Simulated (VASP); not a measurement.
# P in VASP: a series of runs

The runs below take P through single point, with r2SCAN.

Program: VASP 6.6.1. These are calculated values, not measurements. Logs are shortened: lines on timing, memory, paths and dates and some standing lists are left out, and cuts for length are marked.

**1. The cell of the first run**

The cell holds a slab with vacuum, 2 atoms: a = 3.343 Å, b = 3.343 Å, c = 28.000 Å, α = 90.00°, β = 90.00°, γ = 120.00°.

**2. Single point, r2SCAN**

The input, POSCAR:

```
P
1.0
    3.3430000000      0.0000000000      0.0000000000
   -1.6715000000      2.8951229249      0.0000000000
    0.0000000000      0.0000000000     28.0000000000
P
2
Direct
    0.3333333333      0.6666666667      0.5280892857
    0.6666666667      0.3333333333      0.4719107143
```

The input, INCAR.step1:

```
ALGO     = Normal         # electronic algorithm
DIPOL    = 0.5 0.5 0.500
EDIFF    = 1E-4           # SCF threshold, eV
ENCUT    = 520            # plane-wave cutoff, eV
GGA      = PE             # functional
IDIPOL   = 3            
ISMEAR   = 0              # smearing method
LASPH    = True           # aspherical terms in the spheres
LCHARG   = False          # write CHGCAR
LDIPOL   = True         
LREAL    = False          # projectors in reciprocal space
LWAVE    = True           # write WAVECAR
NBANDS   = 12             # bands
NELM     = 80             # most SCF steps
PREC     = Accurate       # precision mode
SIGMA    = 0.02           # smearing width, eV
```

The input, INCAR.step2:

```
ALGO     = Normal         # electronic algorithm
DIPOL    = 0.5 0.5 0.500
EDIFF    = 1E-7           # SCF threshold, eV
ENCUT    = 520            # plane-wave cutoff, eV
IDIPOL   = 3            
ISIF     = 2              # what is computed and relaxed
ISMEAR   = 0              # smearing method
ISTART   = 1            
LASPH    = True           # aspherical terms in the spheres
LCHARG   = False          # write CHGCAR
LDIPOL   = True         
LMIXTAU  = True         
LREAL    = False          # projectors in reciprocal space
LWAVE    = False          # write WAVECAR
METAGGA  = R2SCAN         # meta-GGA
NBANDS   = 12             # bands
NELM     = 80             # most SCF steps
PREC     = Accurate       # precision mode
SIGMA    = 0.02           # smearing width, eV
```

The input, KPOINTS:

```
k-points
0
Gamma
  9 9 1
```

Potentials or basis: VASP PAW PBE potentials, release 64 (P).

Run with:

```sh
$ cat potpaw_PBE.64/P/POTCAR > POTCAR
$ cp INCAR.step1 INCAR
$ mpirun -np 1 vasp_std > vasp.out
$ cp INCAR.step2 INCAR
$ mpirun -np 1 vasp_std > vasp.out
```

OUTCAR:

```text
EDIFF = 1E-7
   ENCUT = 520
   ISIF = 2
   ISMEAR = 0
   ISTART = 1
   LASPH = True
   LREAL = False
   METAGGA = R2SCAN
   NELM = 80
   PREC = Accurate

 ion  position               nearest neighbor table
   1  0.333  0.667  0.528-   2 2.49   2 2.49   2 2.49
   2  0.667  0.333  0.472-   1 2.49   1 2.49   1 2.49

  LATTYP: Found a hexagonal cell.
 ALAT       =     3.3430000000
 C/A-ratio  =     8.3757104397

  Lattice vectors:

 A1 = (   3.3430000000,   0.0000000000,   0.0000000000)
 A2 = (  -1.6715000000,   2.8951229249,   0.0000000000)
 A3 = (   0.0000000000,   0.0000000000,  28.0000000000)

Analysis of symmetry for initial positions (statically):
=====================================================================
 Subroutine PRICEL returns:
 Original cell was already a primitive cell.

 Routine SETGRP: Setting up the symmetry group for a
 hexagonal supercell.

 Subroutine GETGRP returns: Found 12 space group operations
 (whereof 12 operations were pure point group operations)
 out of a pool of 24 trial point group operations.

The static configuration has the point symmetry D_3d.

Analysis of symmetry for dynamics (positions and initial velocities):
=====================================================================
 Subroutine PRICEL returns:
 Original cell was already a primitive cell.

 Routine SETGRP: Setting up the symmetry group for a
 hexagonal supercell.

 Subroutine GETGRP returns: Found 12 space group operations
 (whereof 12 operations were pure point group operations)
 out of a pool of 24 trial point group operations.

The dynamic configuration has the point symmetry D_3d.

 Subroutine INISYM returns: Found 12 space group operations
 (whereof 12 operations are pure point group operations),
 and found     1 'primitive' translations

----------------------------------------------------------------------------------------

                                     Primitive cell

  volume of cell :     270.9951

  direct lattice vectors                    reciprocal lattice vectors
     3.343000000  0.000000000  0.000000000     0.299132516  0.172704238  0.000000000
    -1.671500000  2.895122925  0.000000000     0.000000000  0.345408477  0.000000000
     0.000000000  0.000000000 28.000000000     0.000000000  0.000000000  0.035714286

  length of vectors
     3.343000000  3.343000000 28.000000000     0.345408477  0.345408477  0.035714286

  position of ions in fractional coordinates (direct lattice)
     0.333333333  0.666666667  0.528089286
     0.666666667  0.333333333  0.471910714

  ion indices of the primitive-cell ions
   primitive index   ion index
                 1           1
                 2           2

----------------------------------------------------------------------------------------

 KPOINTS: k-points

Automatic generation of k-mesh.
 Grid dimensions read from file:
 generate k-points for:    9    9    1

 Generating k-lattice:

  Cartesian coordinates                     Fractional coordinates (reciprocal lattice)
     0.033236946  0.019189360  0.000000000     0.111111111  0.000000000  0.000000000
     0.000000000  0.038378720  0.000000000     0.000000000  0.111111111  0.000000000
     0.000000000  0.000000000  0.035714286     0.000000000  0.000000000  1.000000000

  Length of vectors
     0.038378720  0.038378720  0.035714286

  Shift w.r.t. Gamma in fractional coordinates (k-lattice)
     0.000000000  0.000000000  0.000000000

 Subroutine IBZKPT returns following result:
 ===========================================

 Found     12 irreducible k-points:

 Following reciprocal coordinates:
            Coordinates               Weight
  0.000000  0.000000  0.000000      1.000000
  0.111111  0.000000  0.000000      6.000000
  0.222222 -0.000000  0.000000      6.000000
  0.333333  0.000000  0.000000      6.000000
  0.444444 -0.000000  0.000000      6.000000
  0.111111  0.111111  0.000000      6.000000
  0.222222  0.111111  0.000000     12.000000
  0.333333  0.111111  0.000000     12.000000
  0.444444  0.111111  0.000000      6.000000
  0.222222  0.222222  0.000000      6.000000
  0.333333  0.222222  0.000000     12.000000
  0.333333  0.333333  0.000000      2.000000
   k-points           NKPTS =     12   k-points in BZ     NKDIM =     12   number of bands    NBANDS=     12
   number of dos      NEDOS =    301   number of ions     NIONS =      2
   total plane-waves  NPLWV = 164640
   dimension x,y,z NGX =    28 NGY =   28 NGZ =  210
   dimension x,y,z NGXF=    56 NGYF=   56 NGZF=  420
   ions per type =               2
   NGX,Y,Z   is equivalent  to a cutoff of  13.92, 13.92, 12.47 a.u.
   NGXF,Y,Z  is equivalent  to a cutoff of  27.85, 27.85, 24.94 a.u.
 SYSTEM =  unknown system
   PREC   = accura    normal or accurate (medium, high low for compatibility)
   ISTART =      1    job   : 0-new  1-cont  2-samecut
   ICHARG =      0    charge: 1-file 2-atom 10-const
   ISPIN  =      1    spin polarized calculation?
   LNONCOLLINEAR =      F non collinear calculations
   LSORBIT =      F    spin-orbit coupling
   LASPH  =      T    aspherical Exc in radial PAW
   ENCUT  =  520.0 eV  38.22 Ry    6.18 a.u.   6.22  6.22 52.06*2*pi/ulx,y,z
   NELM   =     80;   NELMIN=  2; NELMDL=  0     # of ELM steps
   EDIFF  = 0.1E-06   stopping-criterion for ELM
   LREAL  =      F    real-space projection
   EDIFFG = 0.1E-05   stopping-criterion for IOM
   NSW    =      0    number of steps for IOM
   IBRION =     -1    ionic relax: 0-MD 1-quasi-New 2-CG
   NFREE  =      0    steps in history (QN), initial steepest desc. (CG)
   ISIF   =      2    stress and relaxation
   ISYM   =      2    0-nonsym 1-usesym 2-fastsym
   POTIM  = 0.5000    time-step for ionic-motion
   TEBEG  =    0.0;   TEEND  =   0.0 temperature during run
   PSTRESS=    0.0 pullay stress
   NELECT =      10.0000    total number of electrons
   NUPDOWN=      -1.0000    fix difference up-down
   EMIN   =  10.00;   EMAX   =-10.00  energy-range for DOS
   EFERMI =   0.00;   METHOD = LEGACY
   ISMEAR =     0;   SIGMA  =   0.02  broadening in eV -4-tet -1-fermi 0-gaus
   EFERMI_NEDOS =   21; number of points for ismear=-14 and -15
   IALGO  =     38    algorithm
   IMIX   =      4    mixing-type and parameters
     AMIX     =   0.40;   BMIX     =  1.00
     AMIX_MAG =   1.60;   BMIX_MAG =  1.00
  volume/ion in A,a.u.               =     135.50       914.38
  Fermi-wavevector in a.u.,A,eV,Ry     =   0.545031  1.029959  4.041727  0.297059
  Thomas-Fermi vector in A             =   1.574216
   LORBIT       =      0    0 simple, 1 ext, 2 COOP (PROOUT), +10 PAW based schemes
   METAGGA = R2SCAN    functional components
   LHFCALC =     F    Hartree Fock is set to
   AEXX    =    0.0000 exact exchange contribution
   IVDW    =     0    specifies the selected vdW correction
   LEPSILON=     F    determine dielectric tensor
   LRPA    =     F    only Hartree local field effects (RPA)
 non-spin polarized calculation
 Gauss-broadening in eV      SIGMA  =   0.02
  energy-cutoff  :      520.00
  volume of cell :      271.00
 maximum number of plane-waves:      7341
 NGX is ok and might be reduce to    28
   NGX = 13   NGY = 13   NGZ =105

 number of electron       9.9999999 magnetization

 dipolmoment           0.000000      0.000000     -0.000000 electrons x Angstroem

 Free energy of the ion-electron system (eV)
  ---------------------------------------------------
  ext. energy  EPLUGINS =         0.00000000
  ---------------------------------------------------
  free energy    TOTEN  =       -16.86550330 eV

  energy without entropy =      -16.86550330  energy(sigma->0) =      -16.86550330

 E-fermi :  -2.8868     XC(G=0):  -1.8753

 val. band max:       -2.9920988942   @ k =   0.0000   0.0000   0.0000
 cond. band min:      -2.7457123640   @ k =   0.3333   0.3333   0.0000
 fundamental gap:      0.2463865301
 Fermi energy:        -2.8868324530

 k-point     1 :       0.0000    0.0000    0.0000
  band No.  band energies     occupation
      1     -17.4196      2.00000
      2     -11.6919      2.00000
      3      -5.5860      2.00000
      4      -2.9921      2.00000
      5      -2.9921      2.00000
      6      -0.0932      0.00000
      7      -0.0014      0.00000
      8      -0.0014      0.00000
      9       1.5179      0.00000
     10       1.5497      0.00000
     11       1.8270      0.00000
     12       2.0749      0.00000

 k-point     2 :       0.1111    0.0000    0.0000
  band No.  band energies     occupation
      1     -17.2242      2.00000
      2     -11.5704      2.00000
      3      -5.4627      2.00000
      4      -4.3684      2.00000
      5      -3.3969      2.00000
      6      -0.5604      0.00000
      7       0.2450      0.00000
      8       0.5506      0.00000
      9       1.7373      0.00000
     10       1.9037      0.00000
     11       2.0472      0.00000
     12       2.3920      0.00000

 k-point     3 :       0.2222   -0.0000    0.0000
  band No.  band energies     occupation
      1     -16.6479      2.00000
      2     -11.3039      2.00000
      3      -6.4653      2.00000
      4      -5.1851      2.00000
      5      -4.1336      2.00000
      6      -1.6776      0.00000
      7       0.4410      0.00000
      8       0.8814      0.00000
      9       2.2075      0.00000
     10       2.4102      0.00000
     11       2.6856      0.00000
     12       2.8837      0.00000
[... 106 lines left out ...]
 k-point    11 :       0.3333    0.2222    0.0000
  band No.  band energies     occupation
      1     -14.1514      2.00000
      2     -12.3892      2.00000
      3      -7.7942      2.00000
      4      -6.8594      2.00000
      5      -5.7540      2.00000
      6      -2.2654      0.00000
      7      -0.6626      0.00000
      8       0.4206      0.00000
      9       4.4633      0.00000
     10       4.9395      0.00000
     11       5.3319      0.00000
     12       5.7861      0.00000

 k-point    12 :       0.3333    0.3333    0.0000
  band No.  band energies     occupation
      1     -13.1905      2.00000
      2     -13.1905      2.00000
      3      -8.2139      2.00000
      4      -6.3017      2.00000
      5      -6.3017      2.00000
      6      -2.7457      0.00000
      7      -0.0152      0.00000
      8      -0.0152      0.00000
      9       4.4395      0.00000
     10       6.5341      0.00000
     11       6.5341      0.00000
     12       7.1048      0.00000

------------------------ aborting loop because EDIFF is reached ----------------------------------------

 vacuum level on the upper side and lower side of the slab       (xc-potential included)        -0.012        -0.012

  FORCE on cell =-STRESS in cart. coord.  units (eV):
  Direction    XX          YY          ZZ          XY          YZ          ZX
  --------------------------------------------------------------------------------------
  -------------------------------------------------------------------------------------
  Total       -1.4504193     -1.4504193     -7.3867348      0.0000000     -0.0000000      0.0000000
  in kB       -8.5751697     -8.5751697    -43.6718583      0.0000000     -0.0000000      0.0000000
  external PRESSURE =     -20.2740659 kB  Pullay stress =       0.0000000 kB

 VOLUME and BASIS-vectors are now :
 -----------------------------------------------------------------------------
  energy-cutoff  :      520.00
  volume of cell :      271.00
      direct lattice vectors                 reciprocal lattice vectors
     3.343000000  0.000000000  0.000000000     0.299132516  0.172704238  0.000000000
    -1.671500000  2.895122925  0.000000000     0.000000000  0.345408477  0.000000000
     0.000000000  0.000000000 28.000000000     0.000000000  0.000000000  0.035714286

 POSITION                                       TOTAL-FORCE (eV/Angst)
 -----------------------------------------------------------------------------------
     -0.00000      1.93008     14.78650        -0.000000      0.000000     -4.689131
      1.67150      0.96504     13.21350         0.000000      0.000000      4.689131
 -----------------------------------------------------------------------------------
    total drift:                                0.000000     -0.000000      0.000000

  FREE ENERGIE OF THE ION-ELECTRON SYSTEM (eV)
  ---------------------------------------------------
  free  energy   TOTEN  =       -16.8655032994 eV

  energy  without entropy=      -16.8655032994  energy(sigma->0) =      -16.86550330

 vacuum level on the upper side and lower side of the slab         1.527         1.527
```

It took 3.5 min on 1 thread of AMD EPYC 9R45 (Zen 5), shared host; peak memory 0.38 GiB.

What came out:

| Property | Result |
| --- | --- |
| Free energy | -16.8655 eV |
| Largest force | 4.689 eV/Å |
| Band gap on the k mesh | 0.25 eV (least direct gap 2.35 eV) |

Forces on the atoms (eV/Å):
```
P    0.000  0.000 -4.689
P    0.000  0.000  4.689
```

Levels at points of the mesh, in eV from the valence-band top:
```tsv
k point	band 3	band 4	band 5	band 6	band 7	band 8
(0.00, 0.00, 0.00)	-2.59	0.00	0.00	2.90	2.99	2.99
```

Caveat: the PAW data sets were made with another functional, which shifts forces and pressure a little.

**3. Single point, r2SCAN**

The input, POSCAR:

```
P
1.0
    3.3430000000      0.0000000000      0.0000000000
   -1.6715000000      2.8951229249      0.0000000000
    0.0000000000      0.0000000000     28.0000000000
P
2
Direct
    0.3333333333      0.6666666667      0.5046785714
    0.6666666667      0.3333333333      0.4953214286
```

The input, INCAR.step1:

```
PREC = Accurate
ENCUT = 520
ISMEAR = 0
SIGMA = 0.02
LREAL = F
LASPH = T
NELM = 80
LDIPOL = T
IDIPOL = 3
DIPOL = 0.5 0.5 0.500
NBANDS = 12
GGA = PE
ALGO = Normal
EDIFF = 1E-4
LWAVE = T
LCHARG = F
```

The input, INCAR.step2:

```
PREC = Accurate
ENCUT = 520
EDIFF = 1E-6
ISMEAR = 0
SIGMA = 0.02
LREAL = F
LASPH = T
NELM = 80
ALGO = Normal
ISIF = 2
LWAVE = F
LCHARG = F
LDIPOL = T
IDIPOL = 3
DIPOL = 0.5 0.5 0.500
METAGGA = R2SCAN
LMIXTAU = T
NBANDS = 12
ISTART = 1
```

The input, KPOINTS:

```
regular mesh
0
Gamma
  9 9 1
```

Potentials or basis: VASP PAW PBE potentials, release 64 (P).

Run with:

```sh
$ cat potpaw_PBE.64/P/POTCAR > POTCAR
$ cp INCAR.step1 INCAR
$ mpirun -np 1 vasp_std > vasp.out
$ cp INCAR.step2 INCAR
$ mpirun -np 1 vasp_std > vasp.out
```

Run time: 3.4 min. Hardware: 1 thread of AMD EPYC 9R45 (Zen 5), shared host; peak memory 0.38 GiB.

The run converged. Its results:

* Free energy: -15.0349 eV
* Largest force: 1.878 eV/Å
* Band gap on the k mesh: zero (bands 5 and 6 overlap by 2.05 eV)

Forces on the atoms (eV/Å):
```
P    0.000  0.000  1.878
P    0.000  0.000 -1.878
```

Levels at points of the mesh, in eV from the Fermi level:
| k point | band 2 | band 3 | band 4 | band 5 | band 6 | band 7 | band 8 | band 9 |
| --- | --- | --- | --- | --- | --- | --- | --- | --- |
| (0.00, 0.00, 0.00) | -7.25 | -5.84 | -5.84 | 0.51 | 0.53 | 0.53 | 1.66 | 3.80 |

Caveat: the PAW data sets were made with another functional, which shifts forces and pressure a little.
